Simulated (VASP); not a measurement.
A run of VASP 6.6.1 is set up as follows.

INCAR

```
PREC = Accurate
ENCUT = 520
EDIFF = 1E-6
ISMEAR = -1
SIGMA = 0.1379
LREAL = Auto
LASPH = T
NELM = 120
ALGO = Normal
ISIF = 2
LWAVE = F
LCHARG = F
GGA = PE
NBANDS = 75
ISYM = -1
GGA_COMPAT = F
```

Contents of KPOINTS:

```
explicit points
1
Reciprocal
  0.25000000   0.25000000   0.25000000 1
```

Contents of POSCAR:

```
Si4O7
1.0
    7.0842070000      0.0663610000      0.0972760000
    0.0663610000      6.9740900000     -0.0358550000
    0.0972760000     -0.0358550000      7.1323860000
Si O
8 14
Direct
    0.4808364105      0.0786139319      0.1659858089
    0.5346782634      0.1723562965      0.5708578409
    0.6944463595      0.6472807109      0.9148818202
    0.3161579505      0.2785628963      0.8231004732
    0.0528111853      0.5858098249      0.6418922013
    0.2095095295      0.7750727821      0.3347538938
    0.8238088562      0.1106835906      0.8425352652
    0.9194304444      0.6325385716      0.2847929367
    0.2325106225      0.6784988779      0.5283189768
    0.3376326053      0.0691187655      0.6831998021
    0.7656667100      0.5607848554      0.1173186569
    0.5216427205      0.2069829840      0.3463587161
    0.1426851742      0.6331331947      0.1670230898
    0.1692496770      0.4558501367      0.7943231865
    0.9005683148      0.6845441459      0.7718615688
    0.6608705204      1.0294757675      0.0199884040
    0.3345152086      0.2419997288      1.0500809405
   -0.0457582438     -0.1650011176      0.3402536071
    0.5000195005      0.3717458037      0.6860266745
    0.3806034750      0.8719714906      0.2160892518
    0.9406618410      0.4690889703      0.4571177673
    0.7399131156      0.0831940262      0.6440384934
```

Potentials or basis: VASP PAW PBE potentials, release 64 (Si, O).

Launch:

```sh
$ cat potpaw_PBE.64/Si/POTCAR potpaw_PBE.64/O/POTCAR > POTCAR
$ mpirun -np 1 vasp_std > vasp.out
```

(1) What does it give for the pressure?

(2) Estimate the largest force.

Answers

(1) 1.7 GPa.

(2) 9.619 eV/Å.

Caveat: the atoms stand as in a frame of molecular dynamics.
